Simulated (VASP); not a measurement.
# Pb (Fm-3m) in VASP: settings compared

Pb is run at these levels: PBEsol, r2SCAN; tasks: single point.

Program: VASP 6.6.1. These are calculated values, not measurements. Logs are shortened: lines on timing, memory, paths and dates and some standing lists are left out, and cuts for length are marked.

## (1) The cell of the first run

The structure is cubic, space group Fm-3m (No. 225). The conventional cell has a = 5.042 Å, b = 5.042 Å, c = 5.042 Å, α = 90.00°, β = 90.00°, γ = 90.00°. Within 4.7 Å of Pb (site symmetry m-3m) lie 12 Pb at 3.57 Å.

## (2) Single point, PBEsol

Contents of INCAR:

```
SYSTEM = Pb
PREC = Accurate ; ENCUT = 520
EDIFF = 1E-6 ; ISMEAR = 0
SIGMA = 0.1 ; LREAL = .FALSE.
LASPH = .TRUE. ; NELM = 100
ALGO = Normal ; ISIF = 2
LWAVE = .FALSE. ; LCHARG = .TRUE.
GGA = PS ; LELF = .TRUE.
LVHAR = .TRUE. ; NBANDS = 13
```

Contents of KPOINTS:

```
regular mesh
0
G
  14 14 14
  0 0 0
```

Contents of POSCAR:

```
Pb
1.0
    0.0000000000      2.5209979029      2.5209979029
    2.5209979029      0.0000000000      2.5209979029
    2.5209979029      2.5209979029      0.0000000000
Pb
1
Direct
    0.0000000000      0.0000000000      0.0000000000
```

Potentials or basis: VASP PAW PBE potentials, release 64 (Pb_d).

The run is started by

```bash
cat potpaw_PBE.64/Pb_d/POTCAR > POTCAR
mpirun -np 1 vasp_std > vasp.out
```

OUTCAR:

```text
SYSTEM = Pb
   PREC = Accurate
   ENCUT = 520
   EDIFF = 1E-6
   ISMEAR = 0
   LREAL = .FALSE.
   LASPH = .TRUE.
   NELM = 100
   ISIF = 2
   GGA = PS

 ion  position               nearest neighbor table
   1  0.000  0.000  0.000-

  LATTYP: Found a face centered cubic cell.
 ALAT       =     5.0419958058

  Lattice vectors:

 A1 = (   0.0000000000,   2.5209979029,   2.5209979029)
 A2 = (   2.5209979029,   0.0000000000,   2.5209979029)
 A3 = (   2.5209979029,   2.5209979029,   0.0000000000)

Analysis of symmetry for initial positions (statically):
=====================================================================
 Subroutine PRICEL returns:
 Original cell was already a primitive cell.

 Routine SETGRP: Setting up the symmetry group for a
 face centered cubic supercell.

 Subroutine GETGRP returns: Found 48 space group operations
 (whereof 48 operations were pure point group operations)
 out of a pool of 48 trial point group operations.

The static configuration has the point symmetry O_h .

Analysis of symmetry for dynamics (positions and initial velocities):
=====================================================================
 Subroutine PRICEL returns:
 Original cell was already a primitive cell.

 Routine SETGRP: Setting up the symmetry group for a
 face centered cubic supercell.

 Subroutine GETGRP returns: Found 48 space group operations
 (whereof 48 operations were pure point group operations)
 out of a pool of 48 trial point group operations.

The dynamic configuration has the point symmetry O_h .

 Subroutine INISYM returns: Found 48 space group operations
 (whereof 48 operations are pure point group operations),
 and found     1 'primitive' translations

----------------------------------------------------------------------------------------

                                     Primitive cell

  volume of cell :      32.0441

  direct lattice vectors                    reciprocal lattice vectors
     0.000000000  2.520997903  2.520997903    -0.198334159  0.198334159  0.198334159
     2.520997903  0.000000000  2.520997903     0.198334159 -0.198334159  0.198334159
     2.520997903  2.520997903  0.000000000     0.198334159  0.198334159 -0.198334159

  length of vectors
     3.565229425  3.565229425  3.565229425     0.343524841  0.343524841  0.343524841

  position of ions in fractional coordinates (direct lattice)
     0.000000000  0.000000000  0.000000000

  ion indices of the primitive-cell ions
   primitive index   ion index
                 1           1

----------------------------------------------------------------------------------------

 KPOINTS: regular mesh

Automatic generation of k-mesh.
 Grid dimensions read from file:
 generate k-points for:   14   14   14

 Generating k-lattice:

  Cartesian coordinates                     Fractional coordinates (reciprocal lattice)
    -0.014166726  0.014166726  0.014166726     0.071428571  0.000000000  0.000000000
     0.014166726 -0.014166726  0.014166726     0.000000000  0.071428571  0.000000000
     0.014166726  0.014166726 -0.014166726     0.000000000  0.000000000  0.071428571

  Length of vectors
     0.024537489  0.024537489  0.024537489

  Shift w.r.t. Gamma in fractional coordinates (k-lattice)
     0.000000000  0.000000000  0.000000000

 Subroutine IBZKPT returns following result:
 ===========================================

 Found    104 irreducible k-points:

 Following reciprocal coordinates:
            Coordinates               Weight
  0.000000  0.000000  0.000000      1.000000
  0.071429  0.000000  0.000000      8.000000
  0.142857  0.000000  0.000000      8.000000
  0.214286  0.000000  0.000000      8.000000
  0.285714  0.000000  0.000000      8.000000
  0.357143  0.000000  0.000000      8.000000
[... 16 lines left out ...]
  0.214286  0.142857  0.000000     24.000000
  0.285714  0.142857  0.000000     24.000000
 [... further k-points ...]
   k-points           NKPTS =    104   k-points in BZ     NKDIM =    104   number of bands    NBANDS=     13
   number of dos      NEDOS =    301   number of ions     NIONS =      1
   total plane-waves  NPLWV =  21952
   dimension x,y,z NGX =    28 NGY =   28 NGZ =   28
   dimension x,y,z NGXF=    56 NGYF=   56 NGZF=   56
   ions per type =               1
   NGX,Y,Z   is equivalent  to a cutoff of  13.06, 13.06, 13.06 a.u.
   NGXF,Y,Z  is equivalent  to a cutoff of  26.11, 26.11, 26.11 a.u.
 SYSTEM =  Pb
   PREC   = accura    normal or accurate (medium, high low for compatibility)
   ISTART =      0    job   : 0-new  1-cont  2-samecut
   ICHARG =      2    charge: 1-file 2-atom 10-const
   ISPIN  =      1    spin polarized calculation?
   LNONCOLLINEAR =      F non collinear calculations
   LSORBIT =      F    spin-orbit coupling
   LASPH  =      T    aspherical Exc in radial PAW
   ENCUT  =  520.0 eV  38.22 Ry    6.18 a.u.   6.63  6.63  6.63*2*pi/ulx,y,z
   NELM   =    100;   NELMIN=  2; NELMDL= -5     # of ELM steps
   EDIFF  = 0.1E-05   stopping-criterion for ELM
   LREAL  =      F    real-space projection
   EDIFFG = 0.1E-04   stopping-criterion for IOM
   NSW    =      0    number of steps for IOM
   IBRION =     -1    ionic relax: 0-MD 1-quasi-New 2-CG
   NFREE  =      0    steps in history (QN), initial steepest desc. (CG)
   ISIF   =      2    stress and relaxation
   ISYM   =      2    0-nonsym 1-usesym 2-fastsym
   POTIM  = 0.5000    time-step for ionic-motion
   TEBEG  =    0.0;   TEEND  =   0.0 temperature during run
   PSTRESS=    0.0 pullay stress
   NELECT =      14.0000    total number of electrons
   NUPDOWN=      -1.0000    fix difference up-down
   EMIN   =  10.00;   EMAX   =-10.00  energy-range for DOS
   EFERMI =   0.00;   METHOD = LEGACY
   ISMEAR =     0;   SIGMA  =   0.10  broadening in eV -4-tet -1-fermi 0-gaus
   EFERMI_NEDOS =   21; number of points for ismear=-14 and -15
   IALGO  =     38    algorithm
   IMIX   =      4    mixing-type and parameters
     AMIX     =   0.40;   BMIX     =  1.00
     AMIX_MAG =   1.60;   BMIX_MAG =  1.00
  volume/ion in A,a.u.               =      32.04       216.24
  Fermi-wavevector in a.u.,A,eV,Ry     =   1.242229  2.347473 20.995600  1.543133
  Thomas-Fermi vector in A             =   2.376593
   LORBIT       =      0    0 simple, 1 ext, 2 COOP (PROOUT), +10 PAW based schemes
   GGA     = PS    functional components
   LHFCALC =     F    Hartree Fock is set to
   AEXX    =    0.0000 exact exchange contribution
   IVDW    =     0    specifies the selected vdW correction
   LEPSILON=     F    determine dielectric tensor
   LRPA    =     F    only Hartree local field effects (RPA)
 non-spin polarized calculation
 Gauss-broadening in eV      SIGMA  =   0.10
  energy-cutoff  :      520.00
  volume of cell :       32.04
 maximum number of plane-waves:       886
   NGX = 13   NGY = 13   NGZ = 13

 number of electron      14.0000003 magnetization

 Free energy of the ion-electron system (eV)
  ---------------------------------------------------
  ext. energy  EPLUGINS =         0.00000000
  ---------------------------------------------------
  free energy    TOTEN  =        -3.98653754 eV

  energy without entropy =       -3.98427227  energy(sigma->0) =       -3.98540490

 E-fermi :   6.4958     XC(G=0): -10.0784

 val. band max:        6.4886220110   @ k =   0.3571   0.2857   0.0000
 cond. band min:       6.5450802889   @ k =  -0.2857   0.2857   0.0714
 fundamental gap:      0.0564582779
 Fermi energy:         6.4958284210

 k-point     1 :       0.0000    0.0000    0.0000
  band No.  band energies     occupation
      1     -10.4515      2.00000
      2     -10.4515      2.00000
      3     -10.4515      2.00000
      4     -10.3319      2.00000
      5     -10.3319      2.00000
      6      -4.9045      2.00000
      7      13.4838      0.00000
      8      13.4838      0.00000
      9      13.4838      0.00000
     10      16.2225      0.00000
     11      17.1171      0.00000
     12      18.5806      0.00000
     13      18.5806      0.00000

 k-point     2 :       0.0714    0.0000    0.0000
  band No.  band energies     occupation
      1     -10.4515      2.00000
      2     -10.4451      2.00000
      3     -10.4451      2.00000
      4     -10.3323      2.00000
      5     -10.3323      2.00000
      6      -4.8119      2.00000
      7      12.3467      0.00000
      8      13.3678      0.00000
      9      13.3678      0.00000
     10      15.9416      0.00000
     11      17.7026      0.00000
     12      18.7882      0.00000
     13      18.7882      0.00000

 k-point     3 :       0.1429    0.0000    0.0000
  band No.  band energies     occupation
      1     -10.4519      2.00000
      2     -10.4306      2.00000
      3     -10.4306      2.00000
      4     -10.3299      2.00000
      5     -10.3299      2.00000
      6      -4.5342      2.00000
      7      10.2874      0.00000
      8      13.0728      0.00000
      9      13.0728      0.00000
     10      15.5767      0.00000
     11      18.6695      0.00000
     12      19.2442      0.00000
     13      19.2523      0.00000
[... 305 lines left out ...]
 k-point    23 :       0.2143    0.1429    0.0000
  band No.  band energies     occupation
      1     -10.4853      2.00000
      2     -10.3903      2.00000
      3     -10.3841      2.00000
      4     -10.3638      2.00000
      5     -10.2984      2.00000
      6      -4.0736      2.00000
      7       9.5099      0.00000
      8      11.3792      0.00000
      9      11.6331      0.00000
     10      14.9535      0.00000
     11      15.9389      0.00000
     12      20.1288      0.00000
     13      21.1763      0.00000

 k-point    24 :       0.2857    0.1429    0.0000
  band No.  band energies     occupation
      1     -10.4851      2.00000
      2     -10.4011      2.00000
      3     -10.3774      2.00000
      4     -10.3408      2.00000
      5     -10.2722      2.00000
      6      -3.5604      2.00000
      7       7.6035      0.00000
      8      10.9879      0.00000
      9      11.1721      0.00000
     10      14.7767      0.00000
     11      16.2756      0.00000
     12      19.6813      0.00000
     13      20.5789      0.00000

 [... further k-points ...]

------------------------ aborting loop because EDIFF is reached ----------------------------------------

  FORCE on cell =-STRESS in cart. coord.  units (eV):
  Direction    XX          YY          ZZ          XY          YZ          ZX
  --------------------------------------------------------------------------------------
  -------------------------------------------------------------------------------------
  Total       -0.5365106     -0.5365106     -0.5365106      0.0000000      0.0000000     -0.0000000
  in kB      -26.8251056    -26.8251056    -26.8251056      0.0000000      0.0000000     -0.0000000
  external PRESSURE =     -26.8251056 kB  Pullay stress =       0.0000000 kB

 VOLUME and BASIS-vectors are now :
 -----------------------------------------------------------------------------
  energy-cutoff  :      520.00
  volume of cell :       32.04
      direct lattice vectors                 reciprocal lattice vectors
     0.000000000  2.520997903  2.520997903    -0.198334159  0.198334159  0.198334159
     2.520997903  0.000000000  2.520997903     0.198334159 -0.198334159  0.198334159
     2.520997903  2.520997903  0.000000000     0.198334159  0.198334159 -0.198334159

 POSITION                                       TOTAL-FORCE (eV/Angst)
 -----------------------------------------------------------------------------------
      0.00000      0.00000      0.00000        -0.000000     -0.000000      0.000000
 -----------------------------------------------------------------------------------
    total drift:                               -0.000000      0.000000     -0.000000

  FREE ENERGIE OF THE ION-ELECTRON SYSTEM (eV)
  ---------------------------------------------------
  free  energy   TOTEN  =        -3.9865375412 eV

  energy  without entropy=       -3.9842722682  energy(sigma->0) =       -3.98540490
```

Run time: 14 s. Hardware: 1 thread of AMD EPYC 9R45 (Zen 5), shared host; peak memory 0.15 GiB.

Results:

```yaml
Free_energy: -3.9865 eV
Pressure: -2.7 GPa
Band_gap_on_the_k_mesh: zero (bands 7 and 8 overlap by 8.44 eV)
```

Levels at points of the mesh, in eV from the Fermi level:
| k point | band 3 | band 4 | band 5 | band 6 | band 7 | band 8 | band 9 | band 10 | band 11 | band 12 |
| --- | --- | --- | --- | --- | --- | --- | --- | --- | --- | --- |
| (0.00, 0.00, 0.00) | -16.95 | -16.83 | -16.83 | -11.40 | 6.99 | 6.99 | 6.99 | 9.73 | 10.62 | 12.08 |
| (0.50, 0.00, 0.00) | -16.94 | -16.71 | -16.71 | -8.08 | -3.95 | 5.28 | 5.28 | 8.99 | 9.19 | 10.88 |
| (0.50, 0.50, 0.00) | -16.72 | -16.68 | -16.68 | -6.80 | -3.07 | 1.98 | 1.98 | 5.21 | 6.48 | 17.97 |

Caveat: the PAW data sets were made with another functional, which shifts forces and pressure a little; spin-orbit coupling is left out, which moves the levels of the heavy elements.

## (3) Single point, r2SCAN

POSCAR is that of step 2.

Contents of INCAR.step1:

```
SYSTEM = Pb
PREC = Accurate
ENCUT = 520
ISMEAR = 0
SIGMA = 0.1
LREAL = .False.
LASPH = .True.
NELM = 60
NBANDS = 13
GGA = PE
ALGO = Normal
EDIFF = 1E-4
LWAVE = .True.
LCHARG = .False.
```

Contents of INCAR.step2:

```
SYSTEM = Pb
PREC = Accurate
ENCUT = 520
EDIFF = 1E-7
ISMEAR = 0
SIGMA = 0.1
LREAL = .False.
LASPH = .True.
NELM = 60
ALGO = Normal
ISIF = 2
LWAVE = .False.
LCHARG = .False.
METAGGA = R2SCAN
LMIXTAU = .True.
NBANDS = 13
ISTART = 1
```

Contents of KPOINTS:

```
Automatic mesh
0
Gamma
  14 14 14
  0 0 0
```

Potentials or basis: VASP PAW PBE potentials, release 64 (Pb_d).

The run is started by

```bash
cat potpaw_PBE.64/Pb_d/POTCAR > POTCAR
cp INCAR.step1 INCAR
mpirun -np 1 vasp_std > vasp.out
cp INCAR.step2 INCAR
mpirun -np 1 vasp_std > vasp.out
```

It took 1.7 min on 1 thread of AMD EPYC 9R45 (Zen 5), shared host; peak memory 0.16 GiB.

It converged, with:

```
Free energy            : -56.2814 eV
Pressure               : -1.1 GPa
Band gap on the k mesh : zero (bands 7 and 8 overlap by 8.76 eV)
```

Levels at points of the mesh, in eV from the Fermi level:
| k point | band 5 | band 6 | band 7 | band 8 | band 9 | band 10 |
| --- | --- | --- | --- | --- | --- | --- |
| (0.00, 0.00, 0.00) | -17.58 | -11.94 | 7.26 | 7.26 | 7.26 | 10.36 |
| (0.50, 0.00, 0.00) | -17.45 | -8.45 | -4.12 | 5.47 | 5.47 | 9.55 |
| (0.50, 0.50, 0.00) | -17.42 | -7.08 | -3.25 | 2.04 | 2.04 | 5.73 |

Caveat: the PAW data sets were made with another functional, which shifts forces and pressure a little; spin-orbit coupling is left out, which moves the levels of the heavy elements.

The gap in the log of VASP goes by the Fermi energy; the results here count the filled bands.